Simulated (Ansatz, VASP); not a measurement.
**One calculation of InSb, two programs**

INCAR

```
ALGO     = Normal         # electronic algorithm
EDIFF    = 1E-6           # SCF threshold, eV
ENCUT    = 520            # plane-wave cutoff, eV
GGA      = PS             # functional
ISIF     = 2              # what is computed and relaxed
ISMEAR   = 0              # smearing method
LASPH    = True           # aspherical terms in the spheres
LCHARG   = False          # write CHGCAR
LREAL    = False          # projectors in reciprocal space
LWAVE    = False          # write WAVECAR
NBANDS   = 16             # bands
NELM     = 100            # most SCF steps
PREC     = Accurate       # precision mode
SIGMA    = 0.15           # smearing width, eV
```

Contents of KPOINTS:

```
k-points
0
Gamma
  16 16 16
```

Contents of POSCAR:

```
InSb
1.0
    0.0000000000      3.1295318976      3.2599290600
    3.1295318976      0.0000000000      3.2599290600
    3.1295318976      3.1295318976      0.0000000000
In Sb
1 1
Direct
    0.0000000000      0.0000000000      0.0000000000
    0.7500000000      0.7500000000      0.7500000000
```

Input for Ansatz:

```yaml
crystal:
  lattice:
    - [0.0, 3.1295318976, 3.25992906]
    - [3.1295318976, 0.0, 3.25992906]
    - [3.1295318976, 3.1295318976, 0.0]
  atoms:
    - { symbol: In, position: [0.0, 0.0, 0.0] }
    - { symbol: Sb, position: [0.75, 0.75, 0.75] }
basis:
  ecutwfc: 420
kpoints:
  mp_grid: { grid: [16, 16, 16] }
hamiltonian:
  xc: pbesol
scf:
  occupations: { method: gaussian, width: 0.15 }
output:
  forces: true
  stress: true
  eigenvalues: true
```

Change from the starting cell: strain -0.040 along x and y, +0.000 along z, atoms carried along.

Alike in both runs: task single point; functional PBEsol; k mesh 16 × 16 × 16; occupations gaussian, width 0.15 eV; no spin polarisation.

|  | VASP | Ansatz |
| --- | --- | --- |
| version | VASP 6.6.1 | Ansatz 0.2.0 |
| potentials or method | VASP PAW PBE potentials, release 64 (In_d, Sb), cutoff 520 eV | scalar-relativistic, plane waves, PAW |
| valence electrons in the cell | 18 | 28 |

```csv
,VASP,Ansatz,Ansatz less VASP
gap on the k mesh at the Fermi level (eV),none,none,-
pressure (GPa),4.2,4.2,-0.02
"traceless stress, the component that is largest in VASP (GPa)",-0.79,-0.78,+0.002
```

VASP's potentials were made for PBE, not for PBEsol. A gap of «none» marks a metal or a gap that the smearing closes. The functional is the same, so the differences come from potentials, cutoffs and numerics. VASP's potentials hold 18 valence electrons a cell and Ansatz's 28, so a difference there can come from the potentials and not from the codes.

Spin-orbit coupling is off throughout.
